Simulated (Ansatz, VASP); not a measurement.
**Two plane-wave programs on BN**

```
CELL_PARAMETERS angstrom
2.49824 0.00000 0.00000
-1.24912 2.16354 0.00000
0.00000 0.00000 6.63570
ATOMIC_POSITIONS crystal
N 0.66667 0.33333 0.25000
N 0.33333 0.66667 0.75000
B 0.66667 0.33333 0.75000
B 0.33333 0.66667 0.25000
```

Alike in both runs: functional PBE0; k mesh 6 × 6 × 2; occupations fermi-dirac, width 0.05 eV; no spin polarisation.

|  | VASP | Ansatz |
| --- | --- | --- |
| version | VASP 6.6.1 | Ansatz 0.2.0 |
| potentials or method | VASP PAW PBE potentials, release 64 (N, B) | Ansatz PAW |
| plane-wave cutoff (eV) | 520 | 420 |
| valence electrons in the cell | 16 | 16 |
| task | single point | band structure |

VASP gave:

| Property | Result |
| --- | --- |
| gap on the k mesh at the Fermi level (eV) | 6.37 |
| least direct gap on the mesh (eV) | 6.85 |
| pressure (GPa) | 0.1 |
| traceless stress, the component that is largest in VASP (GPa) | 1.92 |

Q: What did Ansatz give for the same quantities?

A: gap on the k mesh at the Fermi level (eV): 6.35; least direct gap on the mesh (eV): 6.83; pressure (GPa): 0.0; traceless stress, the component that is largest in VASP (GPa): 2.36.

With one functional, cell and mesh, what is left measures potentials, basis and numerics.

The k mesh is coarse, so the values compare programs but aren't converged.
